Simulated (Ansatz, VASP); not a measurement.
**KF: VASP beside Ansatz**

Contents of POSCAR:

```
KF
1.0
    0.0000000000      2.6735000000      2.6735000000
    2.6735000000      0.0000000000      2.6735000000
    2.6735000000      2.6735000000      0.0000000000
K F
1 1
Direct
   -0.0280531139      0.0280531139      0.0280531139
    0.5000000000      0.5000000000      0.5000000000
```

The input INCAR.step1:

```
SYSTEM = KF
PREC = Accurate ; ENCUT = 520
ISMEAR = 0 ; SIGMA = 0.05
LREAL = .False. ; LASPH = .True.
NELM = 100 ; NBANDS = 15
GGA = PE ; ALGO = Normal
EDIFF = 1E-4 ; LWAVE = .True.
LCHARG = .False.
```

Contents of INCAR.step2:

```
SYSTEM = KF
PREC = Accurate ; ENCUT = 520
EDIFF = 1E-7 ; ISMEAR = 0
SIGMA = 0.05 ; LREAL = .False.
LASPH = .True. ; NELM = 100
ALGO = Normal ; ISIF = 2
LWAVE = .False. ; LCHARG = .False.
METAGGA = R2SCAN ; LMIXTAU = .True.
NBANDS = 15 ; ISTART = 1
```

Contents of KPOINTS:

```
Automatic mesh
0
Gamma
  8 8 8
  0 0 0
```

Input for Ansatz:

```yaml
crystal:
  lattice:
    - [0.0, 2.6735, 2.6735]
    - [2.6735, 0.0, 2.6735]
    - [2.6735, 2.6735, 0.0]
  atoms:
    - { symbol: K, position: [-0.0280531139, 0.0280531139, 0.0280531139] }
    - { symbol: F, position: [0.5, 0.5, 0.5] }
basis:
  ecutwfc: 500
kpoints:
  mp_grid: { grid: [8, 8, 8] }
hamiltonian:
  xc: r2scan
scf:
  occupations: { method: gaussian, width: 0.05 }
output:
  forces: true
  stress: true
  eigenvalues: true
```

Change from the starting cell: all K atoms moved +0.150 Å, as atom 1 along Cartesian [1 0 0].

Alike in both runs: task single point; functional r2SCAN; k mesh 8 × 8 × 8; occupations gaussian, width 0.05 eV; no spin polarisation.

|  | VASP | Ansatz |
| --- | --- | --- |
| version | VASP 6.6.1 | Ansatz 0.2.0 |
| potentials or method | VASP PAW PBE potentials, release 64 (K_sv, F), cutoff 520 eV | scalar-relativistic, plane waves, PAW |
| valence electrons in the cell | 16 | 16 |

Ansatz gave:

```
gap on the k mesh at the Fermi level (eV)                     : 6.82
least direct gap on the mesh (eV)                             : 6.82
pressure (GPa)                                                : -0.2
traceless stress, the component that is largest in VASP (GPa) : 0.82
rms of the force components (eV/Å)                            : 0.156
```

Q: Estimate VASP's values.

A: gap on the k mesh at the Fermi level (eV): 6.82; least direct gap on the mesh (eV): 6.82; pressure (GPa): -0.2; traceless stress, the component that is largest in VASP (GPa): 0.85; rms of the force components (eV/Å): 0.162.

VASP's potentials were made for PBE, not for r2SCAN. Atom by atom the forces differ by 0.006 eV/Å (rms over components).
